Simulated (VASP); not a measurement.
BaRe:

```xyz
2
Lattice="3.7703 0.0000 0.0000 0.0000 3.7703 0.0000 0.0000 0.0000 3.7703" Properties=species:S:1:pos:R:3 pbc="T T T"
Ba    0.0000    0.0000    0.0000
Re    1.8852    1.8852    1.8852
```

Base run:

```yaml
Program: VASP 6.6.1
Functional: PBEsol
Potentials_or_basis: VASP PAW PBE potentials, release 64 (Ba_sv, Re_sv_GW)
Cutoff: 500 eV
k_mesh: 8 × 8 × 8
Occupations: gaussian, width 0.05 eV
Spin: no spin polarisation
```

Its results: pressure -4.6 GPa.

Q: The run is repeated on the same cell with these changes: potentials or basis from VASP PAW PBE potentials, release 64 (Ba_sv, Re_sv_GW) to VASP PAW PBE potentials, release 64 (Ba_sv, Re); cutoff from 500 eV to 520 eV; further incar settings from ALGO = Normal; EDIFF = 1e-06; NBANDS = 20 to ALGO = Normal; EDIFF = 1e-06; NBANDS = 16; valence electrons from 25 to 17. What comes out?

A: Pressure -4.1 GPa.

Caveats: the PAW data sets were made with another functional, which shifts forces and pressure a little.
